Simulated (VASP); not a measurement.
## WS2: single point with PBEsol+U

Crystal: WS2.

```
W S
1.0
     3.18000    0.00000    0.00000
    -1.59000    2.75396    0.00000
     0.00000    0.00000   12.50000
W S
2 4
Direct
  0.33333 0.66667 0.25000
  0.66667 0.33333 0.75000
  0.33333 0.66667 0.62000
  0.66667 0.33333 0.12000
  0.33333 0.66667 0.88000
  0.66667 0.33333 0.38000
```

| Item | Value |
| --- | --- |
| Program | VASP 6.6.1 |
| Task | single point |
| Functional | PBEsol |
| Potentials or basis | VASP PAW PBE potentials, release 64 (W_sv, S) |
| Cutoff | 520 eV |
| k mesh | 7 × 7 × 2 |
| Occupations | gaussian, width 0.05 eV |
| Spin | collinear spin, ferrimagnetic start |
| Starting moments | [1.72, -0.09, 0.07, -0.23, 0.07, -0.23] μB |
| Hubbard terms | W d U = 8.0 eV |
| Dipole correction | no |
| Further INCAR settings | ALGO = Normal; EDIFF = 1e-06; NBANDS = 39 |

```json
{
  "Pressure": "-1.8 GPa",
  "Largest force": "0.542 eV/Å",
  "Band gap on the k mesh": "1.13 eV, indirect (least direct gap 2.17 eV)",
  "Net moment": "0.00 μB per cell",
  "Valence electrons inside the program's atomic spheres": "W 11.75; S 3.70"
}
```

Forces on the atoms (eV/Å):
```
W    0.000  0.000  0.000
W    0.000  0.000  0.000
S    0.000  0.000  0.542
S    0.000  0.000  0.542
S    0.000  0.000 -0.542
S    0.000  0.000 -0.542
```

Stress tensor (GPa, compression positive):
```
-0.49  0.00  0.00
 0.00 -0.49  0.00
 0.00  0.00 -4.35
```

Levels at points of the mesh, in eV from the valence-band top:
Spin up:
| k point | band 24 | band 25 | band 26 | band 27 | band 28 | band 29 |
| --- | --- | --- | --- | --- | --- | --- |
| (0.00, 0.00, 0.00) | -1.51 | -1.17 | 0.00 | 2.39 | 2.39 | 2.57 |
| (0.00, 0.00, 0.50) | -1.63 | -0.30 | -0.30 | 2.47 | 2.47 | 2.47 |
Spin down:
| k point | band 23 | band 24 | band 25 | band 26 | band 27 | band 28 | band 29 | band 30 |
| --- | --- | --- | --- | --- | --- | --- | --- | --- |
| (0.00, 0.00, 0.00) | -1.59 | -1.51 | -1.17 | 0.00 | 2.39 | 2.39 | 2.57 | 2.57 |
| (0.00, 0.00, 0.50) | -1.63 | -1.63 | -0.30 | -0.30 | 2.47 | 2.47 | 2.47 | 2.47 |

Eigenvalues of the final occupation matrices:
```tsv
site	spin	trace	eigenvalues
site 1 d	1	1.56	0.29 0.29 0.31 0.31 0.36
site 1 d	2	1.56	0.29 0.29 0.31 0.31 0.36
site 2 d	1	1.56	0.29 0.29 0.31 0.31 0.36
site 2 d	2	1.56	0.29 0.29 0.31 0.31 0.36
```

Run time: 5.4 min on 1 thread of AMD EPYC 7R13, with other jobs on the host, peak memory 0.28 GiB.

Caveat: the PAW data sets were made with another functional, which shifts forces and pressure a little; spin-orbit coupling is left out, which moves the levels of the heavy elements; this functional lacks dispersion, which binds the layers, so the pressure and a relaxed spacing across them are unreliable. A k mesh can miss the band edges.
